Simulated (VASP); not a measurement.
# Y3Ge (P4/mmm) in VASP: further runs

Runs on Y3Ge. Level: PBE. Tasks: single point.

Program: VASP 6.6.1. These are calculated values, not measurements. Logs are shortened: lines on timing, memory, paths and dates and some standing lists are left out, and cuts for length are marked.

## 1. The cell of the first run

The typed cell holds 4 atoms: a = 4.695 Å, b = 4.695 Å, c = 4.693 Å, α = 90.00°, β = 90.00°, γ = 90.00°.

The cell was generated, and may not be a known phase.

## 2. Single point, PBE

INCAR

```
PREC = Accurate ; ENCUT = 520
EDIFF = 1E-6 ; ISMEAR = 0
SIGMA = 0.1 ; LREAL = F
LASPH = T ; NELM = 100
ALGO = Fast ; ISIF = 2
LWAVE = F ; LCHARG = T
GGA = PE ; LELF = T
LVHAR = T ; NBANDS = 32
```

KPOINTS

```
Automatic mesh
0
Gamma
  10 10 10
```

POSCAR

```
Y3Ge
1.0
    4.6954482316      0.0000000000      0.0000000000
    0.0000000000      4.6954482316      0.0000000000
    0.0000000000      0.0000000000      4.6934322888
Y Ge
3 1
Direct
    0.0000000000      0.5000000000      0.5000000000
    0.5000000000      0.0000000000      0.5000000000
    0.5000000000      0.5000000000      0.0000000000
    0.0000000000      0.0000000000      0.0000000000
```

Potentials or basis: VASP PAW PBE potentials, release 64 (Y_sv, Ge_d).

Run with:

```console
$ cat potpaw_PBE.64/Y_sv/POTCAR potpaw_PBE.64/Ge_d/POTCAR > POTCAR
$ mpirun -np 1 vasp_std > vasp.out
```

OUTCAR:

```text
PREC = Accurate
   ENCUT = 520
   EDIFF = 1E-6
   ISMEAR = 0
   LREAL = F
   LASPH = T
   NELM = 100
   ISIF = 2
   GGA = PE

 ion  position               nearest neighbor table
   1  0.000  0.500  0.500-   3 3.32   4 3.32   3 3.32   4 3.32   4 3.32   4 3.32   3 3.32   3 3.32
                             2 3.32   2 3.32   2 3.32   2 3.32
   2  0.500  0.000  0.500-   3 3.32   4 3.32   3 3.32   4 3.32   3 3.32   3 3.32   4 3.32   4 3.32
                             1 3.32   1 3.32   1 3.32   1 3.32
   3  0.500  0.500  0.000-   1 3.32   2 3.32   1 3.32   2 3.32   2 3.32   2 3.32   1 3.32   1 3.32
                             4 3.32   4 3.32   4 3.32   4 3.32
   4  0.000  0.000  0.000-   1 3.32   2 3.32   1 3.32   2 3.32   1 3.32   1 3.32   2 3.32   2 3.32
                             3 3.32   3 3.32   3 3.32   3 3.32

  LATTYP: Found a simple tetragonal cell.
 ALAT       =     4.6954482316
 C/A-ratio  =     0.9995706602

  Lattice vectors:

 A1 = (   4.6954482316,   0.0000000000,   0.0000000000)
 A2 = (   0.0000000000,   4.6954482316,   0.0000000000)
 A3 = (   0.0000000000,   0.0000000000,   4.6934322888)

Analysis of symmetry for initial positions (statically):
=====================================================================
 Subroutine PRICEL returns:
 Original cell was already a primitive cell.

 Routine SETGRP: Setting up the symmetry group for a
 simple tetragonal supercell.

 Subroutine GETGRP returns: Found 16 space group operations
 (whereof 16 operations were pure point group operations)
 out of a pool of 16 trial point group operations.

The static configuration has the point symmetry D_4h.

Analysis of symmetry for dynamics (positions and initial velocities):
=====================================================================
 Subroutine PRICEL returns:
 Original cell was already a primitive cell.

 Routine SETGRP: Setting up the symmetry group for a
 simple tetragonal supercell.

 Subroutine GETGRP returns: Found 16 space group operations
 (whereof 16 operations were pure point group operations)
 out of a pool of 16 trial point group operations.

The dynamic configuration has the point symmetry D_4h.

 Subroutine INISYM returns: Found 16 space group operations
 (whereof 16 operations are pure point group operations),
 and found     1 'primitive' translations

----------------------------------------------------------------------------------------

                                     Primitive cell

  volume of cell :     103.4772

  direct lattice vectors                    reciprocal lattice vectors
     4.695448232  0.000000000  0.000000000     0.212972213  0.000000000  0.000000000
     0.000000000  4.695448232  0.000000000     0.000000000  0.212972213  0.000000000
     0.000000000  0.000000000  4.693432289     0.000000000  0.000000000  0.213063690

  length of vectors
     4.695448232  4.695448232  4.693432289     0.212972213  0.212972213  0.213063690

  position of ions in fractional coordinates (direct lattice)
     0.000000000  0.500000000  0.500000000
     0.500000000  0.000000000  0.500000000
     0.500000000  0.500000000  0.000000000
     0.000000000  0.000000000  0.000000000

  ion indices of the primitive-cell ions
   primitive index   ion index
                 1           1
                 2           2
                 3           3
                 4           4

----------------------------------------------------------------------------------------

 KPOINTS: Automatic mesh

Automatic generation of k-mesh.
 Grid dimensions read from file:
 generate k-points for:   10   10   10

 Generating k-lattice:

  Cartesian coordinates                     Fractional coordinates (reciprocal lattice)
     0.021297221  0.000000000  0.000000000     0.100000000  0.000000000  0.000000000
     0.000000000  0.021297221  0.000000000     0.000000000  0.100000000  0.000000000
     0.000000000  0.000000000  0.021306369     0.000000000  0.000000000  0.100000000

  Length of vectors
     0.021297221  0.021297221  0.021306369

  Shift w.r.t. Gamma in fractional coordinates (k-lattice)
     0.000000000  0.000000000  0.000000000

 Subroutine IBZKPT returns following result:
 ===========================================

 Found    126 irreducible k-points:

 Following reciprocal coordinates:
            Coordinates               Weight
  0.000000  0.000000  0.000000      1.000000
  0.100000  0.000000  0.000000      4.000000
  0.200000  0.000000  0.000000      4.000000
  0.300000  0.000000  0.000000      4.000000
  0.400000  0.000000  0.000000      4.000000
  0.500000  0.000000  0.000000      2.000000
[... 16 lines left out ...]
  0.100000  0.000000  0.100000      8.000000
  0.200000  0.000000  0.100000      8.000000
 [... further k-points ...]
   k-points           NKPTS =    126   k-points in BZ     NKDIM =    126   number of bands    NBANDS=     32
   number of dos      NEDOS =    301   number of ions     NIONS =      4
   total plane-waves  NPLWV =  46656
   dimension x,y,z NGX =    36 NGY =   36 NGZ =   36
   dimension x,y,z NGXF=    72 NGYF=   72 NGZF=   72
   ions per type =               3   1
   NGX,Y,Z   is equivalent  to a cutoff of  12.75, 12.75, 12.75 a.u.
   NGXF,Y,Z  is equivalent  to a cutoff of  25.49, 25.49, 25.50 a.u.
 SYSTEM =  unknown system
   PREC   = accura    normal or accurate (medium, high low for compatibility)
   ISTART =      0    job   : 0-new  1-cont  2-samecut
   ICHARG =      2    charge: 1-file 2-atom 10-const
   ISPIN  =      1    spin polarized calculation?
   LNONCOLLINEAR =      F non collinear calculations
   LSORBIT =      F    spin-orbit coupling
   LASPH  =      T    aspherical Exc in radial PAW
   ENCUT  =  520.0 eV  38.22 Ry    6.18 a.u.   8.73  8.73  8.73*2*pi/ulx,y,z
   NELM   =    100;   NELMIN=  2; NELMDL= -5     # of ELM steps
   EDIFF  = 0.1E-05   stopping-criterion for ELM
   LREAL  =      F    real-space projection
   EDIFFG = 0.1E-04   stopping-criterion for IOM
   NSW    =      0    number of steps for IOM
   IBRION =     -1    ionic relax: 0-MD 1-quasi-New 2-CG
   NFREE  =      0    steps in history (QN), initial steepest desc. (CG)
   ISIF   =      2    stress and relaxation
   ISYM   =      2    0-nonsym 1-usesym 2-fastsym
   POTIM  = 0.5000    time-step for ionic-motion
   TEBEG  =    0.0;   TEEND  =   0.0 temperature during run
   PSTRESS=    0.0 pullay stress
   NELECT =      47.0000    total number of electrons
   NUPDOWN=      -1.0000    fix difference up-down
   EMIN   =  10.00;   EMAX   =-10.00  energy-range for DOS
   EFERMI =   0.00;   METHOD = LEGACY
   ISMEAR =     0;   SIGMA  =   0.10  broadening in eV -4-tet -1-fermi 0-gaus
   EFERMI_NEDOS =   21; number of points for ismear=-14 and -15
   IALGO  =     68    algorithm
   IMIX   =      4    mixing-type and parameters
     AMIX     =   0.40;   BMIX     =  1.00
     AMIX_MAG =   1.60;   BMIX_MAG =  1.00
  volume/ion in A,a.u.               =      25.87       174.57
  Fermi-wavevector in a.u.,A,eV,Ry     =   1.258421  2.378071 21.546498  1.583623
  Thomas-Fermi vector in A             =   2.392031
   LORBIT       =      0    0 simple, 1 ext, 2 COOP (PROOUT), +10 PAW based schemes
   GGA     = PE    functional components
   LHFCALC =     F    Hartree Fock is set to
   AEXX    =    0.0000 exact exchange contribution
   IVDW    =     0    specifies the selected vdW correction
   LEPSILON=     F    determine dielectric tensor
   LRPA    =     F    only Hartree local field effects (RPA)
 non-spin polarized calculation
 RMM-DIIS sequential band-by-band and
 Gauss-broadening in eV      SIGMA  =   0.10
  energy-cutoff  :      520.00
  volume of cell :      103.48
 maximum number of plane-waves:      2806
 NGX is ok and might be reduce to    36

 number of electron      47.0000023 magnetization

 Free energy of the ion-electron system (eV)
  ---------------------------------------------------
  ext. energy  EPLUGINS =         0.00000000
  ---------------------------------------------------
  free energy    TOTEN  =       -25.07392803 eV

  energy without entropy =      -25.04224538  energy(sigma->0) =      -25.05808671

 E-fermi :   4.4285     XC(G=0): -10.2442

 val. band max:        4.4247314168   @ k =   0.5000   0.2000   0.1000
 cond. band min:       4.4326629993   @ k =   0.4000   0.0000   0.0000
 fundamental gap:      0.0079315825
 Fermi energy:         4.4285384588

 k-point     1 :       0.0000    0.0000    0.0000
  band No.  band energies     occupation
      1     -38.2026      2.00000
      2     -38.0366      2.00000
      3     -38.0365      2.00000
      4     -19.6590      2.00000
      5     -19.6589      2.00000
      6     -19.6589      2.00000
[... 24 lines left out ...]
     31       7.4890      0.00000
     32       9.4637      0.00000

 k-point     2 :       0.1000    0.0000    0.0000
  band No.  band energies     occupation
      1     -38.1990      2.00000
      2     -38.0402      2.00000
      3     -38.0364      2.00000
      4     -19.6595      2.00000
      5     -19.6594      2.00000
      6     -19.6589      2.00000
[... 24 lines left out ...]
     31       7.6158      0.00000
     32       9.2223      0.00000

 k-point     3 :       0.2000    0.0000    0.0000
  band No.  band energies     occupation
      1     -38.1887      2.00000
      2     -38.0505      2.00000
      3     -38.0363      2.00000
      4     -19.6608      2.00000
      5     -19.6607      2.00000
      6     -19.6589      2.00000
[... 24 lines left out ...]
     31       7.9158      0.00000
     32       8.5667      0.00000

 k-point     4 :       0.3000    0.0000    0.0000
  band No.  band energies     occupation
      1     -38.1733      2.00000
      2     -38.0659      2.00000
      3     -38.0362      2.00000
      4     -19.6623      2.00000
      5     -19.6623      2.00000
      6     -19.6589      2.00000
[... 654 lines left out ...]
     31       7.6140      0.00000
     32       9.2385      0.00000

 k-point    23 :       0.1000    0.0000    0.1000
  band No.  band energies     occupation
      1     -38.1955      2.00000
      2     -38.0418      2.00000
      3     -38.0383      2.00000
      4     -19.6599      2.00000
      5     -19.6595      2.00000
      6     -19.6593      2.00000
[... 24 lines left out ...]
     31       7.7663      0.00000
     32       8.9989      0.00000

 k-point    24 :       0.2000    0.0000    0.1000
  band No.  band energies     occupation
      1     -38.1854      2.00000
      2     -38.0512      2.00000
      3     -38.0389      2.00000
      4     -19.6610      2.00000
      5     -19.6607      2.00000
      6     -19.6594      2.00000
[... 24 lines left out ...]
     31       8.0588      0.00000
     32       8.3397      0.00000

 [... further k-points ...]

------------------------ aborting loop because EDIFF is reached ----------------------------------------

  FORCE on cell =-STRESS in cart. coord.  units (eV):
  Direction    XX          YY          ZZ          XY          YZ          ZX
  --------------------------------------------------------------------------------------
  -------------------------------------------------------------------------------------
  Total       -0.0544774     -0.0544774     -0.0430558      0.0000000      0.0000000      0.0000000
  in kB       -0.8434946     -0.8434946     -0.6666499      0.0000000      0.0000000      0.0000000
  external PRESSURE =      -0.7845463 kB  Pullay stress =       0.0000000 kB

 VOLUME and BASIS-vectors are now :
 -----------------------------------------------------------------------------
  energy-cutoff  :      520.00
  volume of cell :      103.48
      direct lattice vectors                 reciprocal lattice vectors
     4.695448232  0.000000000  0.000000000     0.212972213  0.000000000  0.000000000
     0.000000000  4.695448232  0.000000000     0.000000000  0.212972213  0.000000000
     0.000000000  0.000000000  4.693432289     0.000000000  0.000000000  0.213063690

 POSITION                                       TOTAL-FORCE (eV/Angst)
 -----------------------------------------------------------------------------------
      0.00000      2.34772      2.34672         0.000000      0.000000      0.000000
      2.34772      0.00000      2.34672         0.000000      0.000000      0.000000
      2.34772      2.34772      0.00000         0.000000      0.000000      0.000000
      0.00000      0.00000      0.00000         0.000000      0.000000      0.000000
 -----------------------------------------------------------------------------------
    total drift:                                0.000000      0.000000      0.000000

  FREE ENERGIE OF THE ION-ELECTRON SYSTEM (eV)
  ---------------------------------------------------
  free  energy   TOTEN  =       -25.0739280283 eV

  energy  without entropy=      -25.0422453843  energy(sigma->0) =      -25.05808671
```

Run time: 13 min. Hardware: 1 thread of AMD EPYC 9R45 (Zen 5), shared host; peak memory 0.47 GiB.

Results:

| Property | Result |
| --- | --- |
| Free energy | -25.0739 eV |
| Pressure | -0.1 GPa |
| Band gap on the k mesh | zero (an odd number of electrons rules out a gap without spin polarisation) |

Levels at points of the mesh, in eV from the Fermi level:
| k point | band 22 | band 23 | band 24 | band 25 | band 26 | band 27 |
| --- | --- | --- | --- | --- | --- | --- |
| (0.00, 0.00, 0.00) | -0.75 | -0.75 | -0.75 | -0.45 | -0.45 | -0.44 |
| (0.50, 0.00, 0.00) | -1.68 | -0.21 | 0.24 | 1.20 | 1.20 | 1.45 |
| (0.50, 0.50, 0.00) | -0.92 | 0.19 | 0.19 | 0.30 | 1.36 | 1.36 |
| (0.00, 0.00, 0.50) | -1.69 | -0.21 | 0.24 | 1.20 | 1.20 | 1.45 |
| (0.50, 0.00, 0.50) | -0.91 | 0.19 | 0.19 | 0.30 | 1.35 | 1.35 |
| (0.50, 0.50, 0.50) | -1.62 | -1.62 | -1.62 | 1.41 | 1.58 | 1.59 |

## 3. Single point, PBE

This run uses another cell than the first one: it holds 8 atoms, not 4.

INCAR

```
SYSTEM = Y3Ge
PREC = Accurate
ENCUT = 520
EDIFF = 1E-6
ISMEAR = 0
SIGMA = 0.2
LREAL = .FALSE.
LASPH = .TRUE.
NELM = 60
ALGO = Fast
ISIF = 2
LWAVE = .FALSE.
LCHARG = .TRUE.
GGA = PE
LELF = .TRUE.
LVHAR = .TRUE.
NBANDS = 57
```

KPOINTS

```
Automatic mesh
0
G
  6 6 4
  0 0 0
```

POSCAR

```
Y3Ge
1.0
    0.0000000000      0.0000000000      4.6934322888
    4.6954482316      0.0000000000      0.0000000000
    0.0000000000      9.3908964632      0.0000000000
Y Ge
6 2
Direct
    0.5000000000      1.0000000000      0.2500000000
    0.5000000000      1.0000000000      0.7500000000
    0.5000000000      0.5000000000      0.5000000000
    0.5000000000      0.5000000000      1.0000000000
    0.0000000000      0.5000000000      0.2500000000
    0.0000000000      0.5000000000      0.7500000000
    0.0000000000      1.0000000000      0.5000000000
    0.0000000000      0.0000000000      0.0000000000
```

Potentials or basis: VASP PAW PBE potentials, release 64 (Y_sv, Ge_d).

Run with:

```console
$ cat potpaw_PBE.64/Y_sv/POTCAR potpaw_PBE.64/Ge_d/POTCAR > POTCAR
$ mpirun -np 1 vasp_std > vasp.out
```

Run time: 26 min. Hardware: 1 thread of AMD EPYC 9R45 (Zen 5), shared host; peak memory 0.58 GiB.

The run converged. Its results:

- Free energy: -50.2413 eV
- Pressure: 0.0 GPa
- Band gap on the k mesh: zero (bands 47 and 48 overlap by 0.88 eV)

Levels at points of the mesh, in eV from the Fermi level:
| k point | band 45 | band 46 | band 47 | band 48 | band 49 | band 50 |
| --- | --- | --- | --- | --- | --- | --- |
| (0.00, 0.00, 0.00) | -0.74 | -0.74 | -0.43 | -0.43 | -0.43 | -0.20 |
| (0.50, 0.00, 0.00) | -0.20 | 0.20 | 0.20 | 0.25 | 0.31 | 1.21 |
| (0.00, 0.50, 0.00) | -0.21 | 0.20 | 0.20 | 0.25 | 0.31 | 1.21 |
| (0.50, 0.50, 0.00) | -1.60 | -0.91 | 0.20 | 0.20 | 0.31 | 1.36 |
| (0.00, 0.00, 0.50) | -0.67 | -0.67 | -0.52 | -0.52 | 0.29 | 0.29 |
| (0.50, 0.00, 0.50) | 0.03 | 0.03 | 0.36 | 0.36 | 0.43 | 0.43 |
| (0.00, 0.50, 0.50) | 0.03 | 0.03 | 0.36 | 0.36 | 0.43 | 0.43 |
| (0.50, 0.50, 0.50) | -0.50 | -0.50 | -0.50 | -0.50 | 0.72 | 0.72 |

The gap in the log of VASP goes by the Fermi energy; the results here count the filled bands.